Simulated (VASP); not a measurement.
# CdSe (C2) in VASP: a series of runs

CdSe is run at these levels: PBE; tasks: single point.

All numbers are computed with VASP 6.6.1; they aren't measurements. Logs are shortened: lines on timing, memory, paths and dates and some standing lists are left out, and cuts for length are marked.

## (1) The cell of the first run

It takes space group C2 (No. 5, monoclinic). Conventional cell: a = 5.582 Å, b = 6.197 Å, c = 4.008 Å, α = 90.00°, β = 129.53°, γ = 90.00°. Within 3.3 Å of Cd (site symmetry 2) lie 4 Se at 2.53 to 2.66 Å. Within 3.3 Å of Se (site symmetry 2) lie 4 Cd at 2.53 to 2.66 Å.

## (2) Single point, PBE (engineering shear strain xz -0.0733, normal strain along z -0.1000)

File INCAR:

```
SYSTEM = CdSe
  ALGO = Normal
  EDIFF = 1E-6
  ENCUT = 520
  GGA = PE
  ISIF = 2
  ISMEAR = 0
  LASPH = .True.
  LCHARG = .True.
  LELF = .True.
  LREAL = .False.
  LVHAR = .True.
  LWAVE = .False.
  NBANDS = 16
  NELM = 60
  PREC = Accurate
  SIGMA = 0.05
```

File KPOINTS:

```
k-points
0
Gamma
  10 10 10
  0 0 0
```

File POSCAR:

```
CdSe
1.0
   -0.1135568978      2.7885732062      3.0984146735
    3.0984146735     -0.1135568978      3.0984146735
    2.9848577757      2.6750163084      0.0000000000
Cd Se
1 1
Direct
    0.0000000000      0.0000000000      0.0000000000
    0.7500000000      0.7500000000      0.7500000000
```

Potentials or basis: VASP PAW PBE potentials, release 64 (Cd, Se).

Run with:

```
> cat potpaw_PBE.64/Cd/POTCAR potpaw_PBE.64/Se/POTCAR > POTCAR
> mpirun -np 1 vasp_std > vasp.out
```

OUTCAR:

```text
SYSTEM = CdSe
   EDIFF = 1E-6
   ENCUT = 520
   GGA = PE
   ISIF = 2
   ISMEAR = 0
   LASPH = .True.
   LREAL = .False.
   NELM = 60
   PREC = Accurate

 ion  position               nearest neighbor table
   1  0.000  0.000  0.000-   2 2.53   2 2.53   2 2.66   2 2.66
   2  0.750  0.750  0.750-   1 2.53   1 2.53   1 2.66   1 2.66

  LATTYP: Found a base centered monoclinic cell.
 ALAT       =     5.5817687861
 B/A-ratio  =     1.1101909779
 C/A-ratio  =     0.7180748469
 COS(beta)  =    -0.6365445014

  Lattice vectors:

 A1 = (   0.1135568978,  -2.7885732062,   3.0984146735)
 A2 = (   0.1135568978,  -2.7885732062,  -3.0984146735)
 A3 = (   2.9848577757,   2.6750163084,   0.0000000000)

Analysis of symmetry for initial positions (statically):
=====================================================================
 Subroutine PRICEL returns:
 Original cell was already a primitive cell.

 Routine SETGRP: Setting up the symmetry group for a
 base centered monoclinic supercell.

 Subroutine GETGRP returns: Found  2 space group operations
 (whereof  2 operations were pure point group operations)
 out of a pool of  4 trial point group operations.

The static configuration has the point symmetry C_2 .

Analysis of symmetry for dynamics (positions and initial velocities):
=====================================================================
 Subroutine PRICEL returns:
 Original cell was already a primitive cell.

 Routine SETGRP: Setting up the symmetry group for a
 base centered monoclinic supercell.

 Subroutine GETGRP returns: Found  2 space group operations
 (whereof  2 operations were pure point group operations)
 out of a pool of  4 trial point group operations.

The dynamic configuration has the point symmetry C_2 .

 Subroutine INISYM returns: Found  2 space group operations
 (whereof  2 operations are pure point group operations),
 and found     1 'primitive' translations

----------------------------------------------------------------------------------------

                                     Primitive cell

  volume of cell :      53.4617

  direct lattice vectors                    reciprocal lattice vectors
    -0.113556898  2.788573206  3.098414674    -0.155032769  0.172989886  0.161372848
     3.098414674 -0.113556898  3.098414674     0.155032769 -0.172989886  0.161372848
     2.984857776  2.675016308  0.000000000     0.168195335  0.186152452 -0.161372848

  length of vectors
     4.170037072  4.383291246  4.008127766     0.282845993  0.282845993  0.298301194

  position of ions in fractional coordinates (direct lattice)
     0.000000000  0.000000000  0.000000000
     0.750000000  0.750000000  0.750000000

  ion indices of the primitive-cell ions
   primitive index   ion index
                 1           1
                 2           2

----------------------------------------------------------------------------------------

 KPOINTS: k-points

Automatic generation of k-mesh.
 Grid dimensions read from file:
 generate k-points for:   10   10   10

 Generating k-lattice:

  Cartesian coordinates                     Fractional coordinates (reciprocal lattice)
    -0.015503277  0.017298989  0.016137285     0.100000000  0.000000000 -0.000000000
     0.015503277 -0.017298989  0.016137285     0.000000000  0.100000000  0.000000000
     0.016819534  0.018615245 -0.016137285     0.000000000 -0.000000000  0.100000000

  Length of vectors
     0.028284599  0.028284599  0.029830119

  Shift w.r.t. Gamma in fractional coordinates (k-lattice)
     0.000000000  0.000000000  0.000000000

 Subroutine IBZKPT returns following result:
 ===========================================

 Found    282 irreducible k-points:

 Following reciprocal coordinates:
            Coordinates               Weight
  0.000000  0.000000  0.000000      1.000000
  0.100000 -0.000000  0.000000      4.000000
  0.200000 -0.000000  0.000000      4.000000
  0.300000  0.000000  0.000000      4.000000
  0.400000  0.000000  0.000000      4.000000
  0.500000  0.000000  0.000000      2.000000
[... 16 lines left out ...]
  0.300000  0.300000  0.000000      2.000000
  0.400000  0.300000 -0.000000      4.000000
 [... further k-points ...]
   k-points           NKPTS =    282   k-points in BZ     NKDIM =    282   number of bands    NBANDS=     16
   number of dos      NEDOS =    301   number of ions     NIONS =      2
   total plane-waves  NPLWV =  34560
   dimension x,y,z NGX =    32 NGY =   36 NGZ =   30
   dimension x,y,z NGXF=    64 NGYF=   72 NGZF=   60
   ions per type =               1   1
   NGX,Y,Z   is equivalent  to a cutoff of  12.76, 13.65, 12.44 a.u.
   NGXF,Y,Z  is equivalent  to a cutoff of  25.51, 27.31, 24.89 a.u.
 SYSTEM =  CdSe
   PREC   = accura    normal or accurate (medium, high low for compatibility)
   ISTART =      0    job   : 0-new  1-cont  2-samecut
   ICHARG =      2    charge: 1-file 2-atom 10-const
   ISPIN  =      1    spin polarized calculation?
   LNONCOLLINEAR =      F non collinear calculations
   LSORBIT =      F    spin-orbit coupling
   LASPH  =      T    aspherical Exc in radial PAW
   ENCUT  =  520.0 eV  38.22 Ry    6.18 a.u.   7.75  8.15  7.45*2*pi/ulx,y,z
   NELM   =     60;   NELMIN=  2; NELMDL= -5     # of ELM steps
   EDIFF  = 0.1E-05   stopping-criterion for ELM
   LREAL  =      F    real-space projection
   EDIFFG = 0.1E-04   stopping-criterion for IOM
   NSW    =      0    number of steps for IOM
   IBRION =     -1    ionic relax: 0-MD 1-quasi-New 2-CG
   NFREE  =      0    steps in history (QN), initial steepest desc. (CG)
   ISIF   =      2    stress and relaxation
   ISYM   =      2    0-nonsym 1-usesym 2-fastsym
   POTIM  = 0.5000    time-step for ionic-motion
   TEBEG  =    0.0;   TEEND  =   0.0 temperature during run
   PSTRESS=    0.0 pullay stress
   NELECT =      18.0000    total number of electrons
   NUPDOWN=      -1.0000    fix difference up-down
   EMIN   =  10.00;   EMAX   =-10.00  energy-range for DOS
   EFERMI =   0.00;   METHOD = LEGACY
   ISMEAR =     0;   SIGMA  =   0.05  broadening in eV -4-tet -1-fermi 0-gaus
   EFERMI_NEDOS =   21; number of points for ismear=-14 and -15
   IALGO  =     38    algorithm
   IMIX   =      4    mixing-type and parameters
     AMIX     =   0.40;   BMIX     =  1.00
     AMIX_MAG =   1.60;   BMIX_MAG =  1.00
  volume/ion in A,a.u.               =      26.73       180.39
  Fermi-wavevector in a.u.,A,eV,Ry     =   1.138898  2.152205 17.647963  1.297089
  Thomas-Fermi vector in A             =   2.275602
   LORBIT       =      0    0 simple, 1 ext, 2 COOP (PROOUT), +10 PAW based schemes
   GGA     = PE    functional components
   LHFCALC =     F    Hartree Fock is set to
   AEXX    =    0.0000 exact exchange contribution
   IVDW    =     0    specifies the selected vdW correction
   LEPSILON=     F    determine dielectric tensor
   LRPA    =     F    only Hartree local field effects (RPA)
 non-spin polarized calculation
 Gauss-broadening in eV      SIGMA  =   0.05
  energy-cutoff  :      520.00
  volume of cell :       53.46
 maximum number of plane-waves:      1462
   NGX = 15   NGY = 17   NGZ = 15

 number of electron      18.0000000 magnetization

 Free energy of the ion-electron system (eV)
  ---------------------------------------------------
  ext. energy  EPLUGINS =         0.00000000
  ---------------------------------------------------
  free energy    TOTEN  =        -5.31688773 eV

  energy without entropy =       -5.31688773  energy(sigma->0) =       -5.31688773

 E-fermi :   1.7990     XC(G=0):  -9.1305

 val. band max:        1.5998810164   @ k =   0.0000   0.0000   0.0000
 cond. band min:       2.0341382487   @ k =   0.0000   0.0000   0.0000
 fundamental gap:      0.4342572324
 Fermi energy:         1.7989719827

 k-point     1 :       0.0000    0.0000    0.0000
  band No.  band energies     occupation
      1     -11.5304      2.00000
      2      -6.7969      2.00000
      3      -6.7790      2.00000
      4      -6.7152      2.00000
      5      -6.3621      2.00000
      6      -6.3214      2.00000
[... 8 lines left out ...]
     15      11.8119      0.00000
     16      12.8402      0.00000

 k-point     2 :       0.1000   -0.0000    0.0000
  band No.  band energies     occupation
      1     -11.4942      2.00000
      2      -6.7864      2.00000
      3      -6.7643      2.00000
      4      -6.6911      2.00000
      5      -6.3598      2.00000
      6      -6.3224      2.00000
[... 8 lines left out ...]
     15      11.8795      0.00000
     16      12.2045      0.00000

 k-point     3 :       0.2000   -0.0000    0.0000
  band No.  band energies     occupation
      1     -11.3985      2.00000
      2      -6.7609      2.00000
      3      -6.7321      2.00000
      4      -6.6025      2.00000
      5      -6.3509      2.00000
      6      -6.3229      2.00000
[... 8 lines left out ...]
     15      11.5570      0.00000
     16      12.7189      0.00000

 k-point     4 :       0.3000    0.0000    0.0000
  band No.  band energies     occupation
      1     -11.2781      2.00000
      2      -6.7347      2.00000
      3      -6.7008      2.00000
      4      -6.4360      2.00000
      5      -6.3338      2.00000
      6      -6.3102      2.00000
[... 8 lines left out ...]
     15      11.6586      0.00000
     16      12.6082      0.00000
[... 324 lines left out ...]
 k-point    22 :      -0.2000    0.2000   -0.0000
  band No.  band energies     occupation
      1     -11.2397      2.00000
      2      -6.7259      2.00000
      3      -6.6731      2.00000
      4      -6.4513      2.00000
      5      -6.3390      2.00000
      6      -6.2490      2.00000
[... 8 lines left out ...]
     15      12.8131      0.00000
     16      13.6751      0.00000

 k-point    23 :       0.3000    0.3000    0.0000
  band No.  band energies     occupation
      1     -11.1804      2.00000
      2      -6.6507      2.00000
      3      -6.5763      2.00000
      4      -6.5104      2.00000
      5      -6.3463      2.00000
      6      -6.2792      2.00000
[... 8 lines left out ...]
     15      13.0560      0.00000
     16      15.8964      0.00000

 k-point    24 :       0.4000    0.3000   -0.0000
  band No.  band energies     occupation
      1     -11.1007      2.00000
      2      -6.6272      2.00000
      3      -6.5652      2.00000
      4      -6.4485      2.00000
      5      -6.3079      2.00000
      6      -6.1940      2.00000
[... 8 lines left out ...]
     15      13.3963      0.00000
     16      15.3636      0.00000

 [... further k-points ...]

------------------------ aborting loop because EDIFF is reached ----------------------------------------

  FORCE on cell =-STRESS in cart. coord.  units (eV):
  Direction    XX          YY          ZZ          XY          YZ          ZX
  --------------------------------------------------------------------------------------
  -------------------------------------------------------------------------------------
  Total        2.1564323      2.3564391      2.1359879      1.4778171      0.0000000      0.0000000
  in kB       64.6255036     70.6194512     64.0128116     44.2882793      0.0000000      0.0000000
  external PRESSURE =      66.4192555 kB  Pullay stress =       0.0000000 kB

 VOLUME and BASIS-vectors are now :
 -----------------------------------------------------------------------------
  energy-cutoff  :      520.00
  volume of cell :       53.46
      direct lattice vectors                 reciprocal lattice vectors
    -0.113556898  2.788573206  3.098414674    -0.155032769  0.172989886  0.161372848
     3.098414674 -0.113556898  3.098414674     0.155032769 -0.172989886  0.161372848
     2.984857776  2.675016308  0.000000000     0.168195335  0.186152452 -0.161372848

 POSITION                                       TOTAL-FORCE (eV/Angst)
 -----------------------------------------------------------------------------------
      0.00000      0.00000      0.00000         0.000000     -0.000000      0.709946
      4.47729      4.01252      4.64762        -0.000000      0.000000     -0.709946
 -----------------------------------------------------------------------------------
    total drift:                               -0.000002     -0.000003     -0.000468

  FREE ENERGIE OF THE ION-ELECTRON SYSTEM (eV)
  ---------------------------------------------------
  free  energy   TOTEN  =        -5.3168877286 eV

  energy  without entropy=       -5.3168877286  energy(sigma->0) =       -5.31688773
```

Wall time 77 s (1 thread of Intel Xeon 6975P-C (Granite Rapids), shared host); peak memory 0.37 GiB.

What came out:

| Item | Value |
| --- | --- |
| Free energy | -5.3169 eV |
| Pressure | 6.6 GPa |
| Largest force | 0.710 eV/Å |
| Band gap on the k mesh | 0.43 eV |

Forces on the atoms (eV/Å):
```
Cd   0.000  0.000  0.710
Se   0.000  0.000 -0.710
```

Levels at points of the mesh, in eV from the valence-band top:
| k point | band 7 | band 8 | band 9 | band 10 | band 11 | band 12 |
| --- | --- | --- | --- | --- | --- | --- |
| (0.00, 0.00, 0.00) | -0.41 | -0.40 | 0.00 | 0.43 | 5.25 | 5.82 |
| (0.50, 0.00, 0.00) | -4.90 | -1.17 | -0.69 | 2.25 | 5.91 | 7.08 |
| (0.50, 0.50, 0.00) | -4.73 | -2.41 | -1.71 | 2.76 | 4.11 | 8.72 |
| (0.00, 0.00, 0.50) | -4.91 | -1.42 | -0.95 | 1.98 | 5.76 | 6.42 |
| (0.50, 0.00, 0.50) | -4.13 | -2.55 | -2.53 | 2.60 | 2.93 | 9.28 |
| (0.00, 0.50, 0.50) | -4.74 | -2.15 | -1.98 | 2.94 | 3.89 | 8.54 |

Caveat: the cell differs from its parent crystal (engineering shear strain xz -0.0733, normal strain along z -0.1000); the cell stands under pressure.

## (3) Single point, PBE (engineering shear strain xz -0.0733, normal strain along z -0.0500)

File INCAR:

```
SYSTEM = CdSe
ALGO = Normal
EDIFF = 1E-6
ENCUT = 520
GGA = PE
ISIF = 2
ISMEAR = 0
LASPH = .TRUE.
LCHARG = .TRUE.
LELF = .TRUE.
LREAL = .FALSE.
LVHAR = .TRUE.
LWAVE = .FALSE.
NBANDS = 16
NELM = 80
PREC = Accurate
SIGMA = 0.05
```

File KPOINTS:

```
k-points
0
G
  10 10 10
  0 0 0
```

File POSCAR:

```
CdSe
1.0
   -0.1135568978      2.9434939398      3.0984146735
    3.0984146735     -0.1135568978      3.0984146735
    2.9848577757      2.8299370420      0.0000000000
Cd Se
1 1
Direct
    0.0000000000      0.0000000000      0.0000000000
    0.7500000000      0.7500000000      0.7500000000
```

Potentials or basis: VASP PAW PBE potentials, release 64 (Cd, Se).

Run with:

```
> cat potpaw_PBE.64/Cd/POTCAR potpaw_PBE.64/Se/POTCAR > POTCAR
> mpirun -np 1 vasp_std > vasp.out
```

Wall time 70 s (1 thread of Intel Xeon 6975P-C (Granite Rapids), shared host); peak memory 0.39 GiB.

It converged, with:

```yaml
Free_energy: -5.4189 eV
Pressure: 3.3 GPa
Largest_force: 0.537 eV/Å
Band_gap_on_the_k_mesh: 0.43 eV
```

Forces on the atoms (eV/Å):
```
Cd   0.000  0.000  0.537
Se   0.000  0.000 -0.537
```

Stress tensor (GPa, compression positive):
```
3.12 3.60 0.00
3.60 3.70 0.00
0.00 0.00 3.05
```

Levels at points of the mesh, in eV from the valence-band top:
| k point | band 5 | band 6 | band 7 | band 8 | band 9 | band 10 | band 11 | band 12 | band 13 | band 14 |
| --- | --- | --- | --- | --- | --- | --- | --- | --- | --- | --- |
| (0.00, 0.00, 0.00) | -7.75 | -7.73 | -0.29 | -0.28 | 0.00 | 0.43 | 5.32 | 5.83 | 6.28 | 9.61 |
| (0.50, 0.00, 0.00) | -7.71 | -7.47 | -4.52 | -0.92 | -0.66 | 2.32 | 6.11 | 6.84 | 7.09 | 9.99 |
| (0.50, 0.50, 0.00) | -7.68 | -7.41 | -4.33 | -2.21 | -1.62 | 2.85 | 3.95 | 8.75 | 9.69 | 10.33 |
| (0.00, 0.00, 0.50) | -7.70 | -7.42 | -4.55 | -1.15 | -0.92 | 2.06 | 5.96 | 6.29 | 7.38 | 9.76 |
| (0.50, 0.00, 0.50) | -7.68 | -7.33 | -4.05 | -2.15 | -2.13 | 2.88 | 3.29 | 8.90 | 9.88 | 10.32 |
| (0.00, 0.50, 0.50) | -7.69 | -7.41 | -4.33 | -1.96 | -1.89 | 3.03 | 3.72 | 8.56 | 9.67 | 10.47 |

Caveat: the cell differs from its parent crystal (engineering shear strain xz -0.0733, normal strain along z -0.0500); the cell stands under pressure.
